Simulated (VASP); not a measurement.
# Cu (I4/mmm) in VASP: notebook, part 2 of 2

VASP 6.6.1.

### Step 3. Single point, LDA (strain -0.030 along x and y, +0.030 along z)

The input, INCAR:

```
SYSTEM = Cu
PREC = Accurate
ENCUT = 520
EDIFF = 1E-6
ISMEAR = 0
SIGMA = 0.15
LREAL = .False.
LASPH = .True.
NELM = 60
ALGO = Normal
ISIF = 2
LWAVE = .False.
LCHARG = .False.
NBANDS = 12
```

The input, KPOINTS:

```
Automatic mesh
0
Gamma
  22 22 22
  0 0 0
```

The input, POSCAR:

```
Cu
1.0
    0.0000000000      1.7532750000      1.8617250000
    1.7532750000      0.0000000000      1.8617250000
    1.7532750000      1.7532750000      0.0000000000
Cu
1
Direct
    0.0000000000      0.0000000000      0.0000000000
```

Potentials or basis: VASP PAW LDA potentials, release 64 (Cu).

Run with:

```bash
$ cat potpaw_LDA.64/Cu/POTCAR > POTCAR
$ mpirun -np 1 vasp_std > vasp.out
```

OUTCAR:

```text
SYSTEM = Cu
   PREC = Accurate
   ENCUT = 520
   EDIFF = 1E-6
   ISMEAR = 0
   LREAL = .False.
   LASPH = .True.
   NELM = 60
   ISIF = 2

 ion  position               nearest neighbor table
   1  0.000  0.000  0.000-

  LATTYP: Found a body centered tetragonal cell.
 ALAT       =     2.4795052836
 C/A-ratio  =     1.5016906899

  Lattice vectors:

 A1 = (  -1.7532750000,   0.0000000000,   1.8617250000)
 A2 = (   1.7532750000,   0.0000000000,   1.8617250000)
 A3 = (   0.0000000000,   1.7532750000,  -1.8617250000)

Analysis of symmetry for initial positions (statically):
=====================================================================
 Subroutine PRICEL returns:
 Original cell was already a primitive cell.

 Routine SETGRP: Setting up the symmetry group for a
 body centered tetragonal supercell.

 Subroutine GETGRP returns: Found 16 space group operations
 (whereof 16 operations were pure point group operations)
 out of a pool of 16 trial point group operations.

The static configuration has the point symmetry D_4h.

Analysis of symmetry for dynamics (positions and initial velocities):
=====================================================================
 Subroutine PRICEL returns:
 Original cell was already a primitive cell.

 Routine SETGRP: Setting up the symmetry group for a
 body centered tetragonal supercell.

 Subroutine GETGRP returns: Found 16 space group operations
 (whereof 16 operations were pure point group operations)
 out of a pool of 16 trial point group operations.

The dynamic configuration has the point symmetry D_4h.

 Subroutine INISYM returns: Found 16 space group operations
 (whereof 16 operations are pure point group operations),
 and found     1 'primitive' translations

----------------------------------------------------------------------------------------

                                     Primitive cell

  volume of cell :      11.4458

  direct lattice vectors                    reciprocal lattice vectors
     0.000000000  1.753275000  1.861725000    -0.285180591  0.285180591  0.268568129
     1.753275000  0.000000000  1.861725000     0.285180591 -0.285180591  0.268568129
     1.753275000  1.753275000  0.000000000     0.285180591  0.285180591 -0.268568129

  length of vectors
     2.557341041  2.557341041  2.479505284     0.484545951  0.484545951  0.484545951

  position of ions in fractional coordinates (direct lattice)
     0.000000000  0.000000000  0.000000000

  ion indices of the primitive-cell ions
   primitive index   ion index
                 1           1

----------------------------------------------------------------------------------------

 KPOINTS: Automatic mesh

Automatic generation of k-mesh.
 Grid dimensions read from file:
 generate k-points for:   22   22   22

 Generating k-lattice:

  Cartesian coordinates                     Fractional coordinates (reciprocal lattice)
    -0.012962754  0.012962754  0.012207642     0.045454545  0.000000000  0.000000000
     0.012962754 -0.012962754  0.012207642     0.000000000  0.045454545  0.000000000
     0.012962754  0.012962754 -0.012207642    -0.000000000 -0.000000000  0.045454545

  Length of vectors
     0.022024816  0.022024816  0.022024816

  Shift w.r.t. Gamma in fractional coordinates (k-lattice)
     0.000000000  0.000000000  0.000000000

 Subroutine IBZKPT returns following result:
 ===========================================

 Found    834 irreducible k-points:

 Following reciprocal coordinates:
            Coordinates               Weight
  0.000000  0.000000  0.000000      1.000000
  0.045455 -0.000000  0.000000      8.000000
  0.090909 -0.000000  0.000000      8.000000
  0.136364  0.000000  0.000000      8.000000
  0.181818 -0.000000  0.000000      8.000000
  0.227273 -0.000000  0.000000      8.000000
[... 16 lines left out ...]
  0.500000  0.045455  0.000000      8.000000
 -0.454545  0.045455  0.000000      8.000000
 [... further k-points ...]
   k-points           NKPTS =    834   k-points in BZ     NKDIM =    834   number of bands    NBANDS=     12
   number of dos      NEDOS =    301   number of ions     NIONS =      1
   total plane-waves  NPLWV =   7200
   dimension x,y,z NGX =    20 NGY =   20 NGZ =   18
   dimension x,y,z NGXF=    40 NGYF=   40 NGZF=   36
   ions per type =               1
   NGX,Y,Z   is equivalent  to a cutoff of  13.00, 13.00, 12.07 a.u.
   NGXF,Y,Z  is equivalent  to a cutoff of  26.00, 26.00, 24.14 a.u.
 SYSTEM =  Cu
   PREC   = accura    normal or accurate (medium, high low for compatibility)
   ISTART =      0    job   : 0-new  1-cont  2-samecut
   ICHARG =      2    charge: 1-file 2-atom 10-const
   ISPIN  =      1    spin polarized calculation?
   LNONCOLLINEAR =      F non collinear calculations
   LSORBIT =      F    spin-orbit coupling
   LASPH  =      T    aspherical Exc in radial PAW
   ENCUT  =  520.0 eV  38.22 Ry    6.18 a.u.   4.75  4.75  4.61*2*pi/ulx,y,z
   NELM   =     60;   NELMIN=  2; NELMDL= -5     # of ELM steps
   EDIFF  = 0.1E-05   stopping-criterion for ELM
   LREAL  =      F    real-space projection
   EDIFFG = 0.1E-04   stopping-criterion for IOM
   NSW    =      0    number of steps for IOM
   IBRION =     -1    ionic relax: 0-MD 1-quasi-New 2-CG
   NFREE  =      0    steps in history (QN), initial steepest desc. (CG)
   ISIF   =      2    stress and relaxation
   ISYM   =      2    0-nonsym 1-usesym 2-fastsym
   POTIM  = 0.5000    time-step for ionic-motion
   TEBEG  =    0.0;   TEEND  =   0.0 temperature during run
   PSTRESS=    0.0 pullay stress
   NELECT =      11.0000    total number of electrons
   NUPDOWN=      -1.0000    fix difference up-down
   EMIN   =  10.00;   EMAX   =-10.00  energy-range for DOS
   EFERMI =   0.00;   METHOD = LEGACY
   ISMEAR =     0;   SIGMA  =   0.15  broadening in eV -4-tet -1-fermi 0-gaus
   EFERMI_NEDOS =   21; number of points for ismear=-14 and -15
   IALGO  =     38    algorithm
   IMIX   =      4    mixing-type and parameters
     AMIX     =   0.40;   BMIX     =  1.00
     AMIX_MAG =   1.60;   BMIX_MAG =  1.00
  volume/ion in A,a.u.               =      11.45        77.24
  Fermi-wavevector in a.u.,A,eV,Ry     =   1.615563  3.052971 35.511795  2.610043
  Thomas-Fermi vector in A             =   2.710290
   LORBIT       =      0    0 simple, 1 ext, 2 COOP (PROOUT), +10 PAW based schemes
   GGA     = CA    functional components
   LHFCALC =     F    Hartree Fock is set to
   AEXX    =    0.0000 exact exchange contribution
   IVDW    =     0    specifies the selected vdW correction
   LEPSILON=     F    determine dielectric tensor
   LRPA    =     F    only Hartree local field effects (RPA)
 non-spin polarized calculation
 Gauss-broadening in eV      SIGMA  =   0.15
  energy-cutoff  :      520.00
  volume of cell :       11.45
 maximum number of plane-waves:       334
   NGX =  9   NGY =  9   NGZ =  9

 number of electron      11.0000007 magnetization

 Free energy of the ion-electron system (eV)
  ---------------------------------------------------
  ext. energy  EPLUGINS =         0.00000000
  ---------------------------------------------------
  free energy    TOTEN  =        -4.69223678 eV

  energy without entropy =       -4.68957094  energy(sigma->0) =       -4.69090386

 E-fermi :   7.7418     XC(G=0): -13.2863

 val. band max:        7.7185889275   @ k =   0.5000   0.1364   0.3182
 cond. band min:       7.7564565956   @ k =   0.5000   0.3636   0.0909
 fundamental gap:      0.0378676681
 Fermi energy:         7.7417697880

 k-point     1 :       0.0000    0.0000    0.0000
  band No.  band energies     occupation
      1      -1.8509      2.00000
      2       4.3573      2.00000
      3       4.6811      2.00000
      4       4.6811      2.00000
      5       5.2741      2.00000
      6       5.5964      2.00000
      7      30.7398      0.00000
      8      33.2727      0.00000
      9      33.4903      0.00000
     10      33.4903      0.00000
     11      35.9444      0.00000
     12      35.9444      0.00000
[... 331 lines left out ...]
 k-point    24 :      -0.4545    0.0455    0.0000
  band No.  band energies     occupation
      1       2.4695      2.00000
      2       4.3714      2.00000
      3       4.7146      2.00000
      4       5.7422      2.00000
      5       5.9599      2.00000
      6       6.9457      2.00000
      7      11.8792      0.00000
      8      26.8671      0.00000
      9      30.4100      0.00000
     10      30.9920      0.00000
     11      33.4552      0.00000
     12      34.4859      0.00000

 [... further k-points ...]
[... 5 lines left out ...]
  --------------------------------------------------------------------------------------
  -------------------------------------------------------------------------------------
  Total       -0.4186524     -0.4186524     -0.7359979      0.0000000     -0.0000000      0.0000000
  in kB      -58.6028231    -58.6028231   -103.0247405      0.0000000     -0.0000000      0.0000000
  external PRESSURE =     -73.4101289 kB  Pullay stress =       0.0000000 kB

 VOLUME and BASIS-vectors are now :
 -----------------------------------------------------------------------------
  energy-cutoff  :      520.00
  volume of cell :       11.45
      direct lattice vectors                 reciprocal lattice vectors
     0.000000000  1.753275000  1.861725000    -0.285180591  0.285180591  0.268568129
     1.753275000  0.000000000  1.861725000     0.285180591 -0.285180591  0.268568129
     1.753275000  1.753275000  0.000000000     0.285180591  0.285180591 -0.268568129

 POSITION                                       TOTAL-FORCE (eV/Angst)
 -----------------------------------------------------------------------------------
      0.00000      0.00000      0.00000         0.000000      0.000000      0.000000
 -----------------------------------------------------------------------------------
    total drift:                                0.000000     -0.000000      0.000000

  FREE ENERGIE OF THE ION-ELECTRON SYSTEM (eV)
  ---------------------------------------------------
  free  energy   TOTEN  =        -4.6922367761 eV

  energy  without entropy=       -4.6895709374  energy(sigma->0) =       -4.69090386
```

OSZICAR:

```text
N       E                     dE             d eps       ncg     rms          rms(c)
DAV:   1     0.418177183126E+02    0.41818E+02   -0.53452E+03 22304   0.157E+03
DAV:   2    -0.433220733262E+01   -0.46150E+02   -0.42507E+02 20648   0.207E+02
DAV:   3    -0.568259267369E+01   -0.13504E+01   -0.13384E+01 23216   0.405E+01
DAV:   4    -0.569118406280E+01   -0.85914E-02   -0.85902E-02 22776   0.284E+00
DAV:   5    -0.569126646470E+01   -0.82402E-04   -0.82400E-04 23676   0.283E-01    0.799E+00
DAV:   6    -0.510646627809E+01    0.58480E+00   -0.15568E+01 23872   0.773E+01    0.404E+00
DAV:   7    -0.470808543769E+01    0.39838E+00   -0.24483E+00 23800   0.307E+01    0.582E-01
DAV:   8    -0.469404611230E+01    0.14039E-01   -0.60894E-03 23500   0.122E+00    0.311E-01
DAV:   9    -0.469222427110E+01    0.18218E-02   -0.90146E-03 24628   0.164E+00    0.153E-02
DAV:  10    -0.469223458678E+01   -0.10316E-04   -0.27650E-05 27140   0.780E-02    0.485E-03
DAV:  11    -0.469223677051E+01   -0.21837E-05   -0.55361E-07 16828   0.985E-03    0.488E-04
DAV:  12    -0.469223677609E+01   -0.55761E-08   -0.57444E-08 11464   0.292E-03
   1 F= -.46922368E+01 E0= -.46909039E+01  d E =-.266584E-02
```

It took 85 s on 1 thread of Intel Xeon Platinum 8488C (Sapphire Rapids), shared host; peak memory 0.21 GiB.

Results:

```
Free energy : -4.6922 eV
Pressure    : -7.3 GPa
```

Levels at points of the mesh, in eV from the Fermi level:
```csv
k point,band 4,band 5,band 6,band 7,band 8,band 9
"(0.00, 0.00, 0.00)",-3.06,-2.47,-2.15,23.00,25.53,25.75
"(0.50, 0.00, 0.00)",-1.76,-1.65,-1.06,3.90,20.24,22.68
"(0.50, 0.50, 0.00)",-1.57,-1.57,0.64,6.28,14.23,14.23
"(0.50, 0.00, 0.50)",-1.66,-1.44,1.91,7.87,12.74,12.88
```

Caveat: the cell differs from its parent crystal (strain -0.030 along x and y, +0.030 along z).
